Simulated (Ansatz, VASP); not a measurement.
One calculation of Sc, two programs

INCAR

```
SYSTEM = Sc
PREC = Accurate
ENCUT = 520
EDIFF = 1E-6
ISMEAR = -1
SIGMA = 0.03
LREAL = .False.
LASPH = .True.
NELM = 80
ALGO = Normal
ISIF = 2
LWAVE = .False.
LCHARG = .True.
LELF = .True.
LVHAR = .True.
NBANDS = 18
```

The input KPOINTS:

```
Automatic mesh
0
Gamma
  13 13 7
  0 0 0
```

File POSCAR:

```
Sc
1.0
    3.2412524567      0.0000000000      0.0000000000
   -1.6206262283      2.8070069676      0.0000000000
    0.0000000000      0.0000000000      5.1604596207
Sc
2
Direct
    0.3333333333      0.6666666667      0.2500000000
    0.6666666667      0.3333333333      0.7500000000
```

Input for Ansatz:

```yaml
crystal:
  lattice:
    - [3.2412524567, 0.0, 0.0]
    - [-1.6206262283, 2.8070069676, 0.0]
    - [0.0, 0.0, 5.1604596207]
  atoms:
    - { symbol: Sc, position: [0.3333333333, 0.6666666667, 0.25] }
    - { symbol: Sc, position: [0.6666666667, 0.3333333333, 0.75] }
kpoints:
  mp_grid: { grid: [13, 13, 7] }
  band_path:
    path:
      - [0.0, 0.0, 0.0]
      - [0.5, 0.0, 0.0]
      - [0.3333333333, 0.3333333333, 0.0]
      - [0.0, 0.0, 0.0]
      - [0.0, 0.0, 0.5]
      - [0.5, 0.0, 0.5]
      - [0.3333333333, 0.3333333333, 0.5]
      - [0.0, 0.0, 0.5]
      - [0.5, 0.0, 0.5]
    npoints: 5
scf:
  occupations: { method: fermi_dirac, width: 0.03 }
hamiltonian:
  xc: lda
  pseudopotentials: { kind: all_electron, lapw: { basis_error: 0.0005 } }
output:
  forces: true
  stress: true
  eigenvalues: true
```

Change from the starting cell: volume scaled by 0.94.

Alike in both runs: task single point; functional LDA; k mesh 13 × 13 × 7; occupations fermi-dirac, width 0.03 eV; no spin polarisation.

|  | VASP | Ansatz |
| --- | --- | --- |
| version | VASP 6.6.1 | Ansatz 0.2.0 |
| potentials or method | VASP PAW LDA potentials, release 64 (Sc_sv), cutoff 520 eV | all-electron LAPW, scalar-relativistic |

|  | VASP | Ansatz | Ansatz less VASP |
| --- | --- | --- | --- |
| pressure (GPa) | -2.2 | -2.3 | -0.06 |
| traceless stress, the component that is largest in VASP (GPa) | -1.43 | -1.43 | +0.001 |

LDA's correlation is that of Perdew and Zunger in VASP and of Perdew and Wang (1992) in Ansatz. Ansatz ran all-electron here, and VASP with PAW potentials.
